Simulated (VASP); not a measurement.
Set up this calculation in VASP 6.6.1, as the native input.

```yaml
Task: relaxation of cell and atoms
Functional: PBE
Potentials_or_basis: VASP PAW PBE potentials, release 64 (Cu, B)
Cutoff: 600 eV
k_mesh: 12 × 12 × 10
Occupations: gaussian, width 0.1 eV
Spin: no spin polarisation
Dipole_correction: no
Further_INCAR_settings: ALGO = Normal; EDIFF = 1e-06; IBRION = 2; EDIFFG = -0.01; NSW = 100; ISIF = 3
```

The structure of CuB5 lies in POSCAR:

```
CuB5
1.0
    3.7748590786      0.0000000000      0.0000000000
   -1.8874295393      3.2691238577      0.0000000000
    0.0000000000      0.0000000000      4.2179300880
Cu B
1 5
Direct
    0.0000000000      0.0000000000      0.5000000000
    0.5000000000      0.0000000000      0.5000000000
    0.0000000000      0.5000000000      0.5000000000
    0.5000000000      0.5000000000      0.5000000000
    0.3333333333      0.6666666667      0.0000000000
    0.6666666667      0.3333333333      0.0000000000
```

One way to write it, as run:

INCAR

```
PREC = Accurate
ENCUT = 600
EDIFF = 1E-6
ISMEAR = 0
SIGMA = 0.1
LREAL = F
LASPH = T
NELM = 60
ALGO = Normal
ISIF = 3
LWAVE = F
LCHARG = F
GGA = PE
IBRION = 2
NSW = 100
EDIFFG = -0.01
```

KPOINTS

```
Automatic mesh
0
Gamma
  12 12 10
```

Potentials or basis: VASP PAW PBE potentials, release 64 (Cu, B).

Run with:

```console
$ cat potpaw_PBE.64/Cu/POTCAR potpaw_PBE.64/B/POTCAR > POTCAR
$ mpirun -np 1 vasp_std > vasp.out
```

It gave:

```
Relaxed volume                         : 8.59 Å³/atom
Relaxed cell                           : a = 3.784 Å, b = 3.784 Å, c = 4.156 Å, α = 90.00°, β = 90.00°, γ = 120.00°
Space group after relaxing (to 0.05 Å) : P6/mmm (No. 191)
Energy gained by relaxing              : 0.8 meV/atom
Ionic steps                            : 6
Pressure after relaxing                : -0.1 GPa
Band gap on the k mesh                 : zero (band 13 reaches 9.35 eV, above the bottom of band 14 at 5.60 eV)
```

Run time: 3.7 min on 1 thread of Intel(R) Xeon(R) 6975P-C (Granite Rapids), on a shared host, peak memory 0.26 GiB.
